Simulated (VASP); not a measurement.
# SiC (Imm2) in VASP: notebook, part 2 of 2

VASP 6.6.1. Earlier steps stand in the parts before.

### 4 Single point, PBEsol (atoms displaced along a vibrational mode, the cell strained)

INCAR reads:

```
SYSTEM = SiC
ALGO     = Normal         ! electronic algorithm
EDIFF    = 1E-6           ! SCF threshold, eV
ENCUT    = 600            ! plane-wave cutoff, eV
GGA      = PS             ! functional
GGA_COMPAT= .FALSE.      
ISIF     = 2              ! what is computed and relaxed
ISMEAR   = 0              ! smearing method
LASPH    = .TRUE.         ! aspherical terms in the spheres
LCHARG   = .FALSE.        ! write CHGCAR
LREAL    = .FALSE.        ! projectors in reciprocal space
LWAVE    = .FALSE.        ! write WAVECAR
NBANDS   = 11             ! bands
NELM     = 120            ! most SCF steps
PREC     = Accurate       ! precision mode
SIGMA    = 0.05           ! smearing width, eV
```

KPOINTS reads:

```
k-points
0
G
  10 10 10
  0 0 0
```

POSCAR reads:

```
SiC
1.0
    0.0000000000      2.1239347058      2.1239347058
    2.1239347058      0.0000000000      2.1239347058
    2.1239347058      2.1239347058      0.0000000000
Si C
1 1
Direct
    0.0035337897     -0.0035337897      0.0035337897
    0.7417370341      0.7582629659      0.7417370341
```

Potentials or basis: VASP PAW PBE potentials, release 64 (Si, C).

Run with:

```console
$ cat potpaw_PBE.64/Si/POTCAR potpaw_PBE.64/C/POTCAR > POTCAR
$ mpirun -np 1 vasp_std > vasp.out
```

OUTCAR:

```text
SYSTEM = SiC
   EDIFF = 1E-6
   ENCUT = 600
   GGA = PS
   ISIF = 2
   ISMEAR = 0
   LASPH = .TRUE.
   LREAL = .FALSE.
   NELM = 120
   PREC = Accurate

 ion  position               nearest neighbor table
   1  0.004  0.996  0.004-   2 1.81   2 1.81   2 1.87   2 1.87
   2  0.742  0.758  0.742-   1 1.81   1 1.81   1 1.87   1 1.87

  LATTYP: Found a face centered cubic cell.
 ALAT       =     4.2478694116

  Lattice vectors:

 A1 = (   0.0000000000,   2.1239347058,   2.1239347058)
 A2 = (   2.1239347058,   0.0000000000,   2.1239347058)
 A3 = (   2.1239347058,   2.1239347058,   0.0000000000)

Analysis of symmetry for initial positions (statically):
=====================================================================
 Subroutine PRICEL returns:
 Original cell was already a primitive cell.

 Routine SETGRP: Setting up the symmetry group for a
 face centered cubic supercell.

 Subroutine GETGRP returns: Found  4 space group operations
 (whereof  4 operations were pure point group operations)
 out of a pool of 48 trial point group operations.

The static configuration has the point symmetry C_2v.

Analysis of symmetry for dynamics (positions and initial velocities):
[... 166 lines left out ...]
 k-point     1 :       0.0000    0.0000    0.0000
  band No.  band energies     occupation
      1      -7.1012      2.00000
      2       8.6932      2.00000
      3       8.9461      2.00000
      4       9.1727      2.00000
      5      16.0128      0.00000
      6      16.6560      0.00000
      7      16.7334      0.00000
      8      16.8276      0.00000
      9      23.8524      0.00000
     10      23.8546      0.00000
     11      26.4025      0.00000
[... 309 lines left out ...]
 k-point    24 :       0.1000    0.0000    0.4000
  band No.  band energies     occupation
      1      -4.2814      2.00000
      2       1.8228      2.00000
      3       7.3894      2.00000
      4       7.6670      2.00000
      5      14.9302      0.00000
      6      16.6532      0.00000
      7      17.4942      0.00000
      8      19.5301      0.00000
      9      22.8744      0.00000
     10      26.1022      0.00000
     11      26.1821      0.00000

 [... further k-points ...]
[... 5 lines left out ...]
  --------------------------------------------------------------------------------------
  -------------------------------------------------------------------------------------
  Total        2.4379394      2.3554841      2.4379394      0.0000000      0.0000000     -0.6530159
  in kB      203.8355861    196.9415156    203.8355861      0.0000000      0.0000000    -54.5985160
  external PRESSURE =     201.5375626 kB  Pullay stress =       0.0000000 kB

 VOLUME and BASIS-vectors are now :
 -----------------------------------------------------------------------------
  energy-cutoff  :      600.00
  volume of cell :       19.16
      direct lattice vectors                 reciprocal lattice vectors
     0.000000000  2.123934706  2.123934706    -0.235412133  0.235412133  0.235412133
     2.123934706  0.000000000  2.123934706     0.235412133 -0.235412133  0.235412133
     2.123934706  2.123934706  0.000000000     0.235412133  0.235412133 -0.235412133

 POSITION                                       TOTAL-FORCE (eV/Angst)
 -----------------------------------------------------------------------------------
      2.12393      0.01501      2.12393         0.000000     -1.137559      0.000000
      3.18590      3.15080      3.18590         0.000000      1.137559      0.000000
 -----------------------------------------------------------------------------------
    total drift:                                0.000000     -0.000265      0.000000

  FREE ENERGIE OF THE ION-ELECTRON SYSTEM (eV)
  ---------------------------------------------------
  free  energy   TOTEN  =       -15.7971611017 eV

  energy  without entropy=      -15.7971611017  energy(sigma->0) =      -15.79716110
```

Wall time 33 s (1 thread of Intel Xeon 8259CL, shared host); peak memory 0.16 GiB.

What came out:

| Quantity | Value |
| --- | --- |
| Free energy | -15.7972 eV |
| Pressure | 20.2 GPa |
| Largest force | 1.138 eV/Å |
| Band gap on the k mesh | 0.92 eV (least direct gap 4.40 eV) |

Forces on the atoms (eV/Å):
```
Si   0.000 -1.138  0.000
C    0.000  1.138  0.000
```

Stress tensor (GPa, compression positive):
```
20.38  0.00 -5.46
 0.00 19.69  0.00
-5.46  0.00 20.38
```

Levels at points of the mesh, in eV from the valence-band top:
```csv
k point,band 2,band 3,band 4,band 5,band 6,band 7
"(0.00, 0.00, 0.00)",-0.48,-0.23,0.00,6.84,7.48,7.56
"(0.50, 0.00, 0.00)",-9.36,-1.40,-1.10,5.82,7.09,7.45
"(0.00, 0.50, 0.00)",-9.18,-1.52,-1.19,5.86,7.01,7.35
"(0.50, 0.50, 0.00)",-8.33,-3.58,-3.58,0.92,4.23,14.62
"(0.50, 0.00, 0.50)",-8.31,-3.72,-3.47,0.93,4.25,14.59
```

Caveat: the cell differs from its parent crystal (atoms displaced along a vibrational mode, the cell strained); the cell stands under pressure; the PAW data sets were made with another functional, which shifts forces and pressure a little. A k mesh can miss the band edges.

### 5 Single point, PBEsol (atoms displaced along a vibrational mode, the cell strained)

INCAR reads:

```
  PREC = Accurate
  ENCUT = 600
  EDIFF = 1E-6
  ISMEAR = 0
  SIGMA = 0.05
  LREAL = F
  LASPH = T
  NELM = 120
  ALGO = Normal
  ISIF = 2
  LWAVE = F
  LCHARG = T
  GGA = PS
  LELF = T
  LVHAR = T
  NBANDS = 11
  GGA_COMPAT = F
```

KPOINTS reads:

```
Automatic mesh
0
Gamma
  10 10 10
```

POSCAR reads:

```
SiC
1.0
    0.0000000000      2.1239347058      2.1239347058
    2.1239347058      0.0000000000      2.1239347058
    2.1239347058      2.1239347058      0.0000000000
Si C
1 1
Direct
    0.0047117196     -0.0047117196      0.0047117196
    0.7389827122      0.7610172878      0.7389827122
```

Potentials or basis: VASP PAW PBE potentials, release 64 (Si, C).

Run with:

```console
$ cat potpaw_PBE.64/Si/POTCAR potpaw_PBE.64/C/POTCAR > POTCAR
$ mpirun -np 1 vasp_std > vasp.out
```

OUTCAR:

```text
PREC = Accurate
   ENCUT = 600
   EDIFF = 1E-6
   ISMEAR = 0
   LREAL = F
   LASPH = T
   NELM = 120
   ISIF = 2
   GGA = PS

 ion  position               nearest neighbor table
   1  0.005  0.995  0.005-   2 1.80   2 1.80   2 1.88   2 1.88
   2  0.739  0.761  0.739-   1 1.80   1 1.80   1 1.88   1 1.88

  LATTYP: Found a face centered cubic cell.
 ALAT       =     4.2478694116

  Lattice vectors:

 A1 = (   0.0000000000,   2.1239347058,   2.1239347058)
 A2 = (   2.1239347058,   0.0000000000,   2.1239347058)
 A3 = (   2.1239347058,   2.1239347058,   0.0000000000)
[... 511 lines left out ...]
      6      16.6593      0.00000
      7      17.4639      0.00000
      8      19.5246      0.00000
      9      22.8712      0.00000
     10      26.1171      0.00000
     11      26.1577      0.00000

 [... further k-points ...]
[... 5 lines left out ...]
  --------------------------------------------------------------------------------------
  -------------------------------------------------------------------------------------
  Total        2.4940915      2.3476037      2.4940915      0.0000000      0.0000000     -0.8720938
  in kB      208.5304509    196.2826427    208.5304509      0.0000000      0.0000000    -72.9155759
  external PRESSURE =     204.4478482 kB  Pullay stress =       0.0000000 kB

 VOLUME and BASIS-vectors are now :
 -----------------------------------------------------------------------------
  energy-cutoff  :      600.00
  volume of cell :       19.16
      direct lattice vectors                 reciprocal lattice vectors
     0.000000000  2.123934706  2.123934706    -0.235412133  0.235412133  0.235412133
     2.123934706  0.000000000  2.123934706     0.235412133 -0.235412133  0.235412133
     2.123934706  2.123934706  0.000000000     0.235412133  0.235412133 -0.235412133

 POSITION                                       TOTAL-FORCE (eV/Angst)
 -----------------------------------------------------------------------------------
      2.12393      0.02001      2.12393        -0.000000     -1.512985     -0.000000
      3.18590      3.13910      3.18590         0.000000      1.512985      0.000000
 -----------------------------------------------------------------------------------
    total drift:                               -0.000000     -0.000344     -0.000000

  FREE ENERGIE OF THE ION-ELECTRON SYSTEM (eV)
  ---------------------------------------------------
  free  energy   TOTEN  =       -15.7750156447 eV

  energy  without entropy=      -15.7750156447  energy(sigma->0) =      -15.77501564
```

OSZICAR:

```text
N       E                     dE             d eps       ncg     rms          rms(c)
DAV:   1     0.485727315375E+01    0.48573E+01   -0.44508E+03  3874   0.705E+02
DAV:   2    -0.171644165232E+02   -0.22022E+02   -0.20959E+02  4755   0.119E+02
DAV:   3    -0.178135526602E+02   -0.64914E+00   -0.64781E+00  4633   0.171E+01
DAV:   4    -0.178158302525E+02   -0.22776E-02   -0.22774E-02  4349   0.126E+00
DAV:   5    -0.178158390507E+02   -0.87982E-05   -0.87981E-05  4606   0.740E-02    0.964E+00
DAV:   6    -0.158815470357E+02    0.19343E+01   -0.62872E+00  4251   0.115E+01    0.438E+00
DAV:   7    -0.157900439954E+02    0.91503E-01   -0.47873E-01  4497   0.386E+00    0.191E+00
DAV:   8    -0.157751858031E+02    0.14858E-01   -0.22900E-02  4347   0.971E-01    0.169E-01
DAV:   9    -0.157749784850E+02    0.20732E-03   -0.16272E-03  4595   0.222E-01    0.113E-01
DAV:  10    -0.157750151031E+02   -0.36618E-04   -0.10514E-04  4266   0.670E-02    0.274E-02
DAV:  11    -0.157750156447E+02   -0.54157E-06   -0.66691E-06  4515   0.160E-02
   1 F= -.15775016E+02 E0= -.15775016E+02  d E =-.630588E-16
```

Run time: 36 s. Hardware: 1 thread of Intel Xeon 8259CL, shared host; peak memory 0.16 GiB.

What came out:

* Free energy: -15.7750 eV
* Pressure: 20.4 GPa
* Largest force: 1.513 eV/Å
* Band gap on the k mesh: 0.84 eV (least direct gap 4.36 eV)

Forces in eV/Å, atoms in the order of the input:
```
Si   0.000 -1.513  0.000
C    0.000  1.513  0.000
```

Levels at points of the mesh, in eV from the valence-band top:
```
           k point  band 1  band 2  band 3  band 4  band 5  band 6  band 7  band 8
(0.00, 0.00, 0.00)  -16.35   -0.64   -0.30    0.00    6.76    7.39    7.49    7.62
(0.50, 0.00, 0.00)  -12.40   -9.46   -1.50   -1.11    5.73    6.98    7.45   10.02
(0.00, 0.50, 0.00)  -12.50   -9.22   -1.66   -1.23    5.78    6.87    7.32   10.03
(0.50, 0.50, 0.00)  -10.91   -8.40   -3.65   -3.65    0.84    4.14   14.55   14.58
(0.50, 0.00, 0.50)  -10.91   -8.38   -3.84   -3.50    0.85    4.17   14.50   14.60
```

Caveat: the cell differs from its parent crystal (atoms displaced along a vibrational mode, the cell strained); the cell stands under pressure; the PAW data sets were made with another functional, which shifts forces and pressure a little. A k mesh can miss the band edges.

### 6 Single point, PBEsol (atoms displaced along a vibrational mode, the cell strained)

INCAR reads:

```
SYSTEM = SiC
  PREC = Accurate
  ENCUT = 600
  EDIFF = 1E-6
  ISMEAR = 0
  SIGMA = 0.05
  LREAL = .False.
  LASPH = .True.
  NELM = 120
  ALGO = Normal
  ISIF = 2
  LWAVE = .False.
  LCHARG = .False.
  GGA = PS
  NBANDS = 11
  GGA_COMPAT = .False.
```

KPOINTS reads:

```
regular mesh
0
Gamma
  10 10 10
  0 0 0
```

POSCAR reads:

```
SiC
1.0
    0.0000000000      2.1239347058      2.1239347058
    2.1239347058      0.0000000000      2.1239347058
    2.1239347058      2.1239347058      0.0000000000
Si C
1 1
Direct
    0.0023558598     -0.0023558598      0.0023558598
    0.7444913561      0.7555086439      0.7444913561
```

Potentials or basis: VASP PAW PBE potentials, release 64 (Si, C).

Run with:

```console
$ cat potpaw_PBE.64/Si/POTCAR potpaw_PBE.64/C/POTCAR > POTCAR
$ mpirun -np 1 vasp_std > vasp.out
```

It took 40 s on 1 thread of Intel Xeon 8259CL, shared host; peak memory 0.16 GiB.

It converged, with:

| Quantity | Value |
| --- | --- |
| Free energy | -15.8130 eV |
| Pressure | 19.9 GPa |
| Largest force | 0.760 eV/Å |
| Band gap on the k mesh | 1.00 eV (least direct gap 4.44 eV) |

Forces in eV/Å, atoms in the order of the input:
```
Si   0.000 -0.760  0.000
C    0.000  0.760  0.000
```

Stress tensor (GPa, compression positive):
```
20.05  0.00 -3.64
 0.00 19.74  0.00
-3.64  0.00 20.05
```

Levels at points of the mesh, in eV from the valence-band top:
| k point | band 1 | band 2 | band 3 | band 4 | band 5 | band 6 | band 7 | band 8 |
| --- | --- | --- | --- | --- | --- | --- | --- | --- |
| (0.00, 0.00, 0.00) | -16.20 | -0.32 | -0.15 | 0.00 | 6.92 | 7.58 | 7.64 | 7.70 |
| (0.50, 0.00, 0.00) | -12.27 | -9.25 | -1.29 | -1.09 | 5.90 | 7.21 | 7.45 | 10.18 |
| (0.00, 0.50, 0.00) | -12.32 | -9.13 | -1.37 | -1.16 | 5.93 | 7.15 | 7.38 | 10.18 |
| (0.50, 0.50, 0.00) | -10.76 | -8.25 | -3.51 | -3.51 | 1.00 | 4.31 | 14.70 | 14.71 |
| (0.50, 0.00, 0.50) | -10.76 | -8.24 | -3.60 | -3.43 | 1.00 | 4.32 | 14.68 | 14.73 |

Caveat: the cell differs from its parent crystal (atoms displaced along a vibrational mode, the cell strained); the cell stands under pressure; the PAW data sets were made with another functional, which shifts forces and pressure a little. A k mesh can miss the band edges.

### 7 The runs side by side

| cell | gap on the mesh (eV) | pressure (GPa) | largest force (eV/Å) |
| --- | --- | --- | --- |
| as given, atomic positions A | 0.77 | 20.8 | 1.89 |
| as given, atomic positions B | 1.08 | 19.8 | 0.38 |
| as given, atomic positions C | 0.92 | 20.2 | 1.14 |
| as given, atomic positions D | 0.84 | 20.4 | 1.51 |
| as given, atomic positions E | 1.00 | 19.9 | 0.76 |

Alike in all rows: task single point; level PBEsol; potentials or basis VASP PAW PBE potentials, release 64 (Si, C); no spin polarisation; k mesh 10 × 10 × 10; cutoff (eV) 600; smearing gaussian 0.05 eV.

Caveats: the cell stands under pressure; the PAW data sets were made with another functional, which shifts forces and pressure a little; semilocal functionals underestimate gaps, and a narrow one can read as zero (at least some runs).

Absolute energies hang on the potentials; compare differences alone.
